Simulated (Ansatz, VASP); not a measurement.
One calculation of Al2Cu, two programs

```
Cu Al
1.0
     4.10518    0.00000    0.00000
     0.00000    4.10518    0.00000
     0.00000    0.00000    2.89131
Cu Al
1 2
Direct
  0.00000 0.00000 0.00000
  0.00000 0.50000 0.50000
  0.50000 0.00000 0.50000
```

Alike in both runs: functional LDA; k mesh 4 × 4 × 5; occupations fermi-dirac, width 0.05 eV; no spin polarisation.

```csv
,VASP,Ansatz
version,VASP 6.6.1,Ansatz 0.2.0
potentials or method,"VASP PAW LDA potentials, release 64 (Cu, Al)",Ansatz PAW
plane-wave cutoff (eV),520,420
valence electrons in the cell,17,25
task,single point,band structure
```

|  | VASP | Ansatz | Ansatz less VASP |
| --- | --- | --- | --- |
| gap on the k mesh at the Fermi level (eV) | none | none | - |
| pressure (GPa) | -4.7 | -4.9 | -0.26 |
| traceless stress, the component that is largest in VASP (GPa) | -0.62 | -0.61 | +0.007 |

LDA's correlation is that of Perdew and Zunger in VASP and of Perdew and Wang (1992) in Ansatz. A gap of «none» marks a metal or a gap that the smearing closes. VASP's potentials hold 17 valence electrons a cell and Ansatz's 25, so a difference there can come from the potentials and not from the codes.

The k mesh is coarse, so the values compare programs but aren't converged.
